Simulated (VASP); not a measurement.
Here is a VASP 6.6.1 calculation.

Contents of INCAR:

```
SYSTEM = W
PREC = Accurate ; ENCUT = 520
EDIFF = 1E-7 ; ISMEAR = -1
SIGMA = 0.1 ; LREAL = .FALSE.
LASPH = .TRUE. ; NELM = 80
ALGO = Normal ; ISIF = 2
LWAVE = .FALSE. ; LCHARG = .FALSE.
GGA = RP ; NBANDS = 13
```

KPOINTS

```
regular mesh
0
G
  13 13 13
  0 0 0
```

POSCAR

```
W
1.0
    2.6500804668      0.0000000000      0.0000000000
    0.0000000000      2.6500804668      0.0000000000
    0.0000000000      0.0000000000      2.6500804668
W
1
Direct
    0.0000000000      0.0000000000      0.0000000000
```

Potentials or basis: VASP PAW PBE potentials, release 64 (W_sv).

The run is started by

```console
$ cat potpaw_PBE.64/W_sv/POTCAR > POTCAR
$ mpirun -np 1 vasp_std > vasp.out
```

Predict the band gap on the k mesh.

zero (band 7 reaches 11.08 eV, above the bottom of band 8 at 8.56 eV).

What does it give for the pressure?

-0.1 GPa.

Caveat: the PAW data sets were made with another functional, which shifts forces and pressure a little; spin-orbit coupling is left out, which moves the levels of the heavy elements.
